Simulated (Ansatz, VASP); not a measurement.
**Mg3Sn2N2: VASP beside Ansatz**

```
Mg Sn N
1.0
     3.26881    0.00000    0.00000
    -1.63441    2.83087    0.00000
     0.00000    0.00000   13.19607
Mg Sn N
3 2 2
Direct
  0.00000 0.00000 0.00000
  0.66667 0.33333 0.16385
  0.33333 0.66667 0.83615
  0.00000 0.00000 0.38688
  0.00000 0.00000 0.61312
  0.66667 0.33333 0.89781
  0.33333 0.66667 0.10219
```

Alike in both runs: functional PBE; k mesh 12 × 12 × 4; occupations gaussian, width 0.1 eV; no spin polarisation.

Ansatz relaxed the structure, and its values are those at the end. VASP's run is a single point on that final structure, the one shown.

```csv
,VASP,Ansatz
version,VASP 6.6.1,Ansatz 0.2.0
potentials or method,"VASP PAW PBE potentials, release 64 (Mg, Sn_d, N), cutoff 520 eV","scalar-relativistic, plane waves, PAW"
valence electrons in the cell,44,68
```

|  | VASP | Ansatz | Ansatz less VASP |
| --- | --- | --- | --- |
| gap on the k mesh at the Fermi level (eV) | none | none | - |
| pressure (GPa) | -0.2 | 0.0 | +0.19 |
| rms of the force components (eV/Å) | 0.006 | 0.002 | -0.0049 |

A gap of «none» marks a metal or a gap that the smearing closes. With one functional, cell and mesh, what is left measures potentials, basis and numerics. VASP's potentials hold 44 valence electrons a cell and Ansatz's 68, so a difference there can come from the potentials and not from the codes.
